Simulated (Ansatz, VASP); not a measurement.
**One calculation of Ga3Sb, two programs**

The input INCAR:

```
SYSTEM = Ga3Sb
ALGO     = Fast           ! electronic algorithm
EDIFF    = 1E-6           ! SCF threshold, eV
ENCUT    = 520            ! plane-wave cutoff, eV
GGA      = PS             ! functional
ISIF     = 2              ! what is computed and relaxed
ISMEAR   = 0              ! smearing method
IVDW     = 12             ! dispersion correction
LASPH    = .TRUE.         ! aspherical terms in the spheres
LCHARG   = .FALSE.        ! write CHGCAR
LREAL    = .FALSE.        ! projectors in reciprocal space
LWAVE    = .FALSE.        ! write WAVECAR
NBANDS   = 30             ! bands
NELM     = 80             ! most SCF steps
PREC     = Accurate       ! precision mode
SIGMA    = 0.15           ! smearing width, eV
```

KPOINTS

```
k-points
0
G
  14 14 14
  0 0 0
```

File POSCAR:

```
Ga3Sb
1.0
   -2.2239238256      2.2239238256      3.9648113962
    2.2239238256     -2.2239238256      3.9648113962
    2.2239238256      2.2239238256     -3.9648113962
Ga Sb
3 1
Direct
    0.7500000000      0.2500000000      0.5000000000
    0.2500000000      0.7500000000      0.5000000000
    0.5000000000      0.5000000000      0.0000000000
    0.0000000000      0.0000000000      0.0000000000
```

Input for Ansatz:

```yaml
crystal:
  lattice:
    - [-2.2239238256, 2.2239238256, 3.9648113962]
    - [2.2239238256, -2.2239238256, 3.9648113962]
    - [2.2239238256, 2.2239238256, -3.9648113962]
  atoms:
    - { symbol: Ga, position: [0.75, 0.25, 0.5] }
    - { symbol: Ga, position: [0.25, 0.75, 0.5] }
    - { symbol: Ga, position: [0.5, 0.5, 0.0] }
    - { symbol: Sb, position: [0.0, 0.0, 0.0] }
basis:
  ecutwfc: 420
kpoints:
  mp_grid: { grid: [14, 14, 14] }
hamiltonian:
  xc: pbesol
  pseudopotentials: { kind: paw, azcp: { folder: soft_1 } }
  dispersion: d3bj
scf:
  occupations: { method: gaussian, width: 0.15 }
output:
  forces: true
  stress: true
  eigenvalues: true
```

Alike in both runs: task single point; functional PBEsol; dispersion D3(BJ); k mesh 14 × 14 × 14; occupations gaussian, width 0.15 eV; no spin polarisation.

|  | VASP | Ansatz |
| --- | --- | --- |
| version | VASP 6.6.1 | Ansatz 0.2.0 |
| potentials or method | VASP PAW PBE potentials, release 64 (Ga_d, Sb), cutoff 520 eV | scalar-relativistic, plane waves, PAW |
| valence electrons in the cell | 44 | 54 |

```tsv
	VASP	Ansatz	Ansatz less VASP
gap on the k mesh at the Fermi level (eV)	none	none	-
pressure (GPa)	0.2	0.1	-0.10
traceless stress, the component that is largest in VASP (GPa)	0.27	0.27	-0.005
```

VASP's potentials were made for PBE, not for PBEsol, and Ansatz warns of the same on its side. A gap of «none» marks a metal or a gap that the smearing closes. VASP's potentials hold 44 valence electrons a cell and Ansatz's 54, so a difference there can come from the potentials and not from the codes.

Spin-orbit coupling is off throughout.
